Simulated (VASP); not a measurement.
# Al23ZnO36 (a cell with a defect) in VASP: relaxation of the atoms with PBEsol

Aim: the relaxation of the atoms of Al23ZnO36 (a cell with a defect) with PBEsol.

All numbers are computed with VASP 6.6.1; they aren't measurements. Logs are shortened: lines on timing, memory, paths and dates and some standing lists are left out, and cuts for length are marked.

### 1 The cell of the first run

The cell holds a defect, 120 atoms: a = 9.548 Å, b = 9.548 Å, c = 13.014 Å, α = 90.00°, β = 90.00°, γ = 120.00°.

### 2 Relaxation of the atoms, PBEsol

INCAR reads:

```
PREC     = Accurate       # precision mode
ENCUT    = 520            # plane-wave cutoff, eV
EDIFF    = 1E-7           # SCF threshold, eV
ISMEAR   = -1             # smearing method
SIGMA    = 0.05           # smearing width, eV
LREAL    = Auto         
LASPH    = T              # aspherical terms in the spheres
NELM     = 120            # most SCF steps
ALGO     = Normal         # electronic algorithm
ISIF     = 2              # what is computed and relaxed
LWAVE    = F              # write WAVECAR
LCHARG   = F              # write CHGCAR
GGA      = PS             # functional
IBRION   = 2              # ionic algorithm
NSW      = 100            # ionic steps
EDIFFG   = -0.03          # ionic threshold
ISYM     = -1           
GGA_COMPAT= F            
NELMIN   = 4            
KPAR     = 1
```

KPOINTS reads:

```
explicit points
1
Reciprocal
  0.25000000   0.25000000   0.25000000 1
```

POSCAR reads:

```
Al23ZnO36
1.0
    9.5478620000      0.0000000000      0.0000000000
   -4.7739310000      8.2686910000      0.0000000000
    0.0000000000      0.0000000000     13.0135760000
Al O Zn
46 72 2
Direct
    0.3280760000      0.1647700000      0.1871770000
    0.3317130000      0.6653640000      0.1846660000
    0.8311660000      0.1637680000      0.1832940000
    0.8336530000      0.6680390000      0.1845090000
    0.1711400000      0.3328740000      0.0172210000
    0.1702730000      0.8351030000      0.0198090000
[... 112 lines left out ...]
    0.1658560000      0.3384090000      0.3148390000
    0.5043050000      0.5004070000      0.3514420000
```

Potentials or basis: VASP PAW PBE potentials, release 64 (Al, O, Zn).

Command:

```console
> cat potpaw_PBE.64/Al/POTCAR potpaw_PBE.64/O/POTCAR potpaw_PBE.64/Zn/POTCAR > POTCAR
> mpirun -np 8 vasp_std > vasp.out
```

OUTCAR:

```text
PREC = Accurate
   ENCUT = 520
   EDIFF = 1E-7
   ISMEAR = -1
   LREAL = Auto
   LASPH = T
   NELM = 120
   ISIF = 2
   GGA = PS
   IBRION = 2
   NSW = 100
   EDIFFG = -0.03
   ISYM = -1
   NELMIN = 4

 ion  position               nearest neighbor table
   1  0.328  0.165  0.187-  47 1.81  57 1.87  59 1.87  63 1.95  87 2.01  51 2.02  39 2.69  19 2.78
                            21 2.82  22 2.83   9 3.19  10 3.24
   2  0.332  0.665  0.185-  58 1.83  60 1.85  48 1.90  52 1.96  64 2.00  88 2.01  40 2.63  22 2.76
                            21 2.80  20 2.80 119 3.19   9 3.24  11 3.25
   3  0.831  0.164  0.183-  49 1.83  65 1.90  55 1.90  61 1.92  53 1.95  89 1.98  41 2.65  19 2.76
                            21 2.77  20 2.82  11 3.24  10 3.28
   4  0.834  0.668  0.185-  50 1.85  56 1.89  62 1.89  66 1.97  54 1.98  90 1.99  42 2.64  20 2.79
                            19 2.79  22 2.83  10 3.20  11 3.22   9 3.23
   5  0.171  0.333  0.017-  63 1.85  52 1.85  89 1.91  79 1.94 103 1.94 115 1.98  43 2.62  39 2.75
                            40 2.79  41 2.82  22 3.18  19 3.23  20 3.29
   6  0.170  0.835  0.020-  64 1.79  51 1.82  90 1.85 104 1.93  80 1.98 116 2.00  44 2.64  40 2.75
                            42 2.79  39 2.80  21 3.22  20 3.23  19 3.25
   7  0.667  0.334  0.020-  54 1.83  87 1.85  65 1.90 105 1.96 117 1.97  81 1.97  45 2.68  39 2.81
                            42 2.82  41 2.84  20 3.20  22 3.24  21 3.26
   8  0.671  0.834  0.018-  53 1.83  66 1.87  88 1.87 106 1.96  82 1.96 118 1.97  46 2.64  42 2.78
                            41 2.79  40 2.87  19 3.19  22 3.23  21 3.28
   9  0.166  0.834  0.314-  56 1.84  47 1.85  60 1.87 100 1.95  76 1.97  72 2.03  13 2.66  16 2.76
                            18 2.81  17 2.82   1 3.19   4 3.23   2 3.24
  10  0.666  0.338  0.313-  50 1.83  61 1.86  57 1.88 101 1.96  77 1.98  73 2.01  14 2.65 120 2.73
                            17 2.79  18 2.83   4 3.20   1 3.24   3 3.28
  11  0.667  0.832  0.315-  62 1.84  58 1.88  49 1.88  74 1.96  78 1.96 102 1.98  15 2.64 120 2.78
                            16 2.80  18 2.82   4 3.22   3 3.24   2 3.25
[... 140 lines left out ...]
 117  0.666  0.485  0.916-  30 1.87  42 1.91   7 1.97  45 1.98
 118  0.664  0.985  0.916-  29 1.84  41 1.87  46 1.97   8 1.97
 119  0.166  0.338  0.315-  48 1.77  59 1.88  55 1.88  99 1.92  75 1.93  71 2.02  12 2.64  17 2.74
                           120 2.84  16 2.86   2 3.19
 120  0.504  0.500  0.351-  74 1.85  77 1.86  99 1.91  50 1.95  59 1.96  58 1.99  22 2.66  10 2.73
                            11 2.78 119 2.84

IMPORTANT INFORMATION: All symmetrisations will be switched off!
NOSYMM: (Re-)initialisation of all symmetry stuff for point group C_1.

----------------------------------------------------------------------------------------

                                     Primitive cell

  volume of cell :    1027.4000

  direct lattice vectors                    reciprocal lattice vectors
     9.547862000  0.000000000  0.000000000     0.104735489  0.060469063  0.000000000
    -4.773931000  8.268691000  0.000000000     0.000000000  0.120938127  0.000000000
     0.000000000  0.000000000 13.013576000     0.000000000  0.000000000  0.076842829

  length of vectors
     9.547862000  9.547861962 13.013576000     0.120938126  0.120938127  0.076842829

  position of ions in fractional coordinates (direct lattice)
     0.328076000  0.164770000  0.187177000
     0.331713000  0.665364000  0.184666000
     0.831166000  0.163768000  0.183294000
     0.833653000  0.668039000  0.184509000
     0.171140000  0.332874000  0.017221000
     0.170273000  0.835103000  0.019809000
[... 112 lines left out ...]
     0.165856000  0.338409000  0.314839000
     0.504305000  0.500407000  0.351442000

  ion indices of the primitive-cell ions
   primitive index   ion index
                 1           1
                 2           2
                 3           3
                 4           4
                 5           5
                 6           6
[... 99 lines left out ...]
               106         106
               107         107
   k-points           NKPTS =      1   k-points in BZ     NKDIM =      1   number of bands    NBANDS=    360
   number of dos      NEDOS =    301   number of ions     NIONS =    120
   total plane-waves  NPLWV = 508032
   dimension x,y,z NGX =    72 NGY =   72 NGZ =   98
   dimension x,y,z NGXF=   144 NGYF=  144 NGZF=  196
   ions per type =              46  72   2
   NGX,Y,Z   is equivalent  to a cutoff of  12.54, 12.54, 12.52 a.u.
   NGXF,Y,Z  is equivalent  to a cutoff of  25.07, 25.07, 25.04 a.u.
 SYSTEM =  unknown system
   PREC   = accura    normal or accurate (medium, high low for compatibility)
   ISTART =      0    job   : 0-new  1-cont  2-samecut
   ICHARG =      2    charge: 1-file 2-atom 10-const
   ISPIN  =      1    spin polarized calculation?
   LNONCOLLINEAR =      F non collinear calculations
   LSORBIT =      F    spin-orbit coupling
   LASPH  =      T    aspherical Exc in radial PAW
   ENCUT  =  520.0 eV  38.22 Ry    6.18 a.u.  17.75 17.75 24.20*2*pi/ulx,y,z
   NELM   =    120;   NELMIN=  4; NELMDL= -5     # of ELM steps
   EDIFF  = 0.1E-06   stopping-criterion for ELM
   LREAL  =      T    real-space projection
   EDIFFG = -.3E-01   stopping-criterion for IOM
   NSW    =    100    number of steps for IOM
   IBRION =      2    ionic relax: 0-MD 1-quasi-New 2-CG
   NFREE  =      1    steps in history (QN), initial steepest desc. (CG)
   ISIF   =      2    stress and relaxation
   ISYM   =     -1    0-nonsym 1-usesym 2-fastsym
   POTIM  = 0.5000    time-step for ionic-motion
   TEBEG  =    0.0;   TEEND  =   0.0 temperature during run
   PSTRESS=    0.0 pullay stress
   NELECT =     594.0000    total number of electrons
   NUPDOWN=      -1.0000    fix difference up-down
   EMIN   =  10.00;   EMAX   =-10.00  energy-range for DOS
   EFERMI =   0.00;   METHOD = LEGACY
   ISMEAR =    -1;   SIGMA  =   0.05  broadening in eV -4-tet -1-fermi 0-gaus
   EFERMI_NEDOS =   21; number of points for ismear=-14 and -15
   IALGO  =     38    algorithm
   IMIX   =      4    mixing-type and parameters
     AMIX     =   0.40;   BMIX     =  1.00
     AMIX_MAG =   1.60;   BMIX_MAG =  1.00
  volume/ion in A,a.u.               =       8.56        57.78
  Fermi-wavevector in a.u.,A,eV,Ry     =   1.363820  2.577247 25.306913  1.860006
  Thomas-Fermi vector in A             =   2.490190
   LORBIT       =      0    0 simple, 1 ext, 2 COOP (PROOUT), +10 PAW based schemes
   GGA     = PS    functional components
   LHFCALC =     F    Hartree Fock is set to
   AEXX    =    0.0000 exact exchange contribution
   IVDW    =     0    specifies the selected vdW correction
   LEPSILON=     F    determine dielectric tensor
   LRPA    =     F    only Hartree local field effects (RPA)
 conjugate gradient relaxation of ions
 non-spin polarized calculation
  energy-cutoff  :      520.00
  volume of cell :     1027.40
 maximum number of plane-waves:     27659
 NGX is ok and might be reduce to    70
   NGX = 35   NGY = 35   NGZ = 49

--------------------------------------- Ionic step        1  -------------------------------------------

 number of electron     593.9999996 magnetization

 Free energy of the ion-electron system (eV)
  ---------------------------------------------------
  ext. energy  EPLUGINS =         0.00000000
  ---------------------------------------------------
  free energy    TOTEN  =      -924.18768731 eV

  energy without entropy =     -924.04217630  energy(sigma->0) =     -924.11493181

------------------------ aborting loop because EDIFF is reached ----------------------------------------

  FORCE on cell =-STRESS in cart. coord.  units (eV):
  Direction    XX          YY          ZZ          XY          YZ          ZX
  --------------------------------------------------------------------------------------
  -------------------------------------------------------------------------------------
  Total       17.5962115     14.7452650     16.9531231     -3.2923685     -3.4194077      1.3018659
  in kB       27.4403854     22.9944813     26.4375222     -5.1342791     -5.3323901      2.0301928
  external PRESSURE =      25.6241296 kB  Pullay stress =       0.0000000 kB
[... 443 lines left out ...]
  FREE ENERGIE OF THE ION-ELECTRON SYSTEM (eV)
  ---------------------------------------------------
  free  energy   TOTEN  =      -926.2263625408 eV

  energy  without entropy=     -926.0819717360  energy(sigma->0) =     -926.15416714

[... ionic steps 4 to 11 ...]

--------------------------------------- Ionic step       12  -------------------------------------------

 number of electron     593.9999862 magnetization

------------------------ aborting loop because EDIFF is reached ----------------------------------------

  FORCE on cell =-STRESS in cart. coord.  units (eV):
  Direction    XX          YY          ZZ          XY          YZ          ZX
  --------------------------------------------------------------------------------------
  -------------------------------------------------------------------------------------
  Total       13.7916065     14.2015230     13.9183743     -0.9880860     -0.5253186     -0.2274371
  in kB       21.5072999     22.1465436     21.7049877     -1.5408692     -0.8192073     -0.3546764
  external PRESSURE =      21.7862771 kB  Pullay stress =       0.0000000 kB
[... 293 lines left out ...]
  energy  without entropy=     -926.6319187939  energy(sigma->0) =     -926.70095790

--------------------------------------- Ionic step       14  -------------------------------------------

 number of electron     593.9999864 magnetization

 Free energy of the ion-electron system (eV)
  ---------------------------------------------------
  ext. energy  EPLUGINS =         0.00000000
  ---------------------------------------------------
  free energy    TOTEN  =      -926.77116294 eV

  energy without entropy =     -926.63347846  energy(sigma->0) =     -926.70232070

 E-fermi :   6.1483     XC(G=0): -11.9455

 val. band max:        6.0636647223   @ k =   0.2500   0.2500   0.2500
 cond. band min:       6.1983159476   @ k =   0.2500   0.2500   0.2500
 fundamental gap:      0.1346512253
 Fermi energy:         6.1482765867

 k-point     1 :       0.2500    0.2500    0.2500
  band No.  band energies     occupation
      1     -13.1448      2.00000
      2     -12.9141      2.00000
      3     -12.8889      2.00000
      4     -12.8422      2.00000
      5     -12.6761      2.00000
      6     -12.6182      2.00000
[... 301 lines left out ...]
    308      14.9833      0.00000
    309      15.0154      0.00000
 [bands above 309 left out]

------------------------ aborting loop because EDIFF is reached ----------------------------------------

  FORCE on cell =-STRESS in cart. coord.  units (eV):
  Direction    XX          YY          ZZ          XY          YZ          ZX
  --------------------------------------------------------------------------------------
  -------------------------------------------------------------------------------------
  Total       13.7166732     14.2017159     13.9425539     -0.9368082     -0.5520638     -0.2459365
  in kB       21.3904452     22.1468443     21.7426947     -1.4609042     -0.8609151     -0.3835253
  external PRESSURE =      21.7599948 kB  Pullay stress =       0.0000000 kB
[... 135 lines left out ...]
  FREE ENERGIE OF THE ION-ELECTRON SYSTEM (eV)
  ---------------------------------------------------
  free  energy   TOTEN  =      -926.7711629411 eV

  energy  without entropy=     -926.6334784573  energy(sigma->0) =     -926.70232070

 reached required accuracy - stopping structural energy minimisation
```

It took 21 min on 8 MPI ranks of Intel Xeon Platinum 8488C (Sapphire Rapids), shared host; peak memory 0.37 GiB.

What came out:

| Item | Value |
| --- | --- |
| Free energy | -926.7712 eV |
| Energy gained by relaxing | 21.5 meV/atom |
| Ionic steps | 14 |
| Pressure after relaxing | 2.2 GPa |
| Largest force after relaxing | 0.019 eV/Å |

Forces on the atoms (eV/Å):
```
Al  -0.009  0.000  0.003
Al  -0.001  0.002  0.005
Al   0.006  0.004  0.000
Al   0.012 -0.001  0.001
Al  -0.001 -0.004 -0.006
Al   0.000  0.008  0.000
Al   0.003  0.010 -0.002
Al  -0.002 -0.002 -0.001
Al  -0.004  0.010  0.005
Al   0.017 -0.007  0.002
Al  -0.004 -0.001 -0.001
Al   0.003  0.003  0.000
Al   0.000 -0.005  0.002
Al  -0.001  0.002  0.008
Al   0.002 -0.003 -0.007
Al  -0.004 -0.001 -0.001
Al  -0.009  0.002 -0.002
Al   0.003 -0.008 -0.011
Al  -0.004  0.009 -0.001
Al   0.002 -0.009  0.002
Al   0.000 -0.001 -0.007
Al   0.004 -0.005 -0.004
Al   0.011  0.001 -0.002
Al  -0.010  0.007  0.003
Al  -0.010 -0.004  0.005
Al   0.007 -0.004  0.011
Al  -0.002  0.001  0.005
Al  -0.001  0.003  0.000
Al   0.000  0.014  0.008
Al   0.004 -0.003 -0.012
Al  -0.003  0.003  0.008
Al  -0.008 -0.007 -0.001
Al   0.007  0.003  0.010
Al  -0.002  0.000 -0.007
Al  -0.007 -0.002 -0.002
Al  -0.004 -0.001 -0.008
Al  -0.013 -0.001 -0.001
Al   0.006 -0.010  0.001
Al  -0.005 -0.002 -0.006
Al   0.006 -0.007 -0.009
Al   0.013  0.002  0.000
Al   0.002 -0.001  0.002
Al   0.006 -0.003  0.007
Al  -0.002 -0.008 -0.013
Al  -0.007  0.007 -0.006
Al   0.008 -0.004  0.005
O    0.001 -0.001  0.002
O   -0.001  0.002  0.005
O    0.007 -0.007 -0.005
O    0.005 -0.001  0.001
O   -0.002 -0.002 -0.002
O    0.006  0.003  0.000
O    0.004  0.000  0.003
O   -0.003 -0.004  0.001
O    0.005  0.004  0.003
O    0.013  0.006  0.003
O   -0.001 -0.001 -0.009
O   -0.004 -0.006 -0.013
O   -0.001 -0.009 -0.014
O    0.001  0.000 -0.004
O   -0.004 -0.003 -0.002
O   -0.002  0.001 -0.002
O    0.010  0.000  0.003
O    0.001  0.004  0.000
O   -0.007  0.003 -0.002
O    0.010 -0.002  0.006
O   -0.009  0.004 -0.010
O    0.005  0.000 -0.002
O    0.005  0.002  0.001
O    0.009  0.002  0.004
O    0.001  0.007  0.017
O    0.001 -0.002  0.008
O   -0.006 -0.015 -0.005
O    0.000 -0.006  0.002
O   -0.007 -0.007  0.011
O   -0.005  0.004 -0.004
O    0.003  0.009  0.001
O    0.003  0.007 -0.004
O    0.002  0.004  0.008
O    0.003  0.003  0.003
O    0.007 -0.003 -0.006
O   -0.002  0.001 -0.006
O   -0.005 -0.006  0.002
O    0.001  0.003 -0.002
O    0.007  0.004  0.005
O    0.003  0.001  0.003
O   -0.002  0.011 -0.001
O    0.007  0.002  0.000
O   -0.002  0.001 -0.004
O   -0.004  0.005  0.009
O    0.003 -0.009  0.001
O   -0.003 -0.002 -0.010
O   -0.012  0.007  0.013
O    0.005  0.004  0.003
O   -0.014 -0.001 -0.008
O   -0.001  0.009  0.006
O   -0.001 -0.013  0.000
O   -0.013  0.001 -0.002
O    0.002 -0.001  0.008
O    0.001 -0.006 -0.003
O   -0.008 -0.002  0.002
O    0.001 -0.003  0.000
O    0.006  0.002  0.000
O   -0.006  0.007  0.002
O   -0.004  0.006 -0.001
O    0.004 -0.006  0.002
O    0.003 -0.004  0.004
O   -0.005  0.004 -0.007
O   -0.008  0.008 -0.001
O    0.002 -0.011  0.002
O    0.000  0.008  0.006
O   -0.006  0.000  0.006
O    0.002 -0.002 -0.009
O   -0.012  0.004 -0.005
O   -0.005  0.000  0.002
O   -0.002 -0.002  0.004
O    0.004  0.005 -0.002
O   -0.003 -0.011 -0.004
Zn   0.000  0.003  0.014
Zn   0.005 -0.005 -0.012
```

The path:
```csv
step,energy change (eV),largest force (eV/Å),pressure (GPa)
1,0.0000,4.6932,2.56
2,-1.7468,2.3817,2.52
3,-2.0387,1.1367,2.25
4,-2.4404,0.3749,2.17
5,-2.4405,0.3832,2.17
6,-2.5376,0.2386,2.18
7,-2.5376,0.2370,2.19
8,-2.5666,0.1102,2.19
9,-2.5673,0.1214,2.19
10,-2.5779,0.0776,2.18
11,-2.5780,0.0842,2.18
12,-2.5823,0.0394,2.18
13,-2.5823,0.0394,2.18
14,-2.5835,0.0188,2.18
```

Levels at points of the mesh, in eV from the Fermi level:
```tsv
k point	band 293	band 294	band 295	band 296	band 297	band 298	band 299	band 300	band 301	band 302
(0.25, 0.25, 0.25)	-0.49	-0.44	-0.33	-0.10	-0.08	0.05	6.65	7.25	7.46	7.56
```

Caveat: the PAW data sets were made with another functional, which shifts forces and pressure a little.
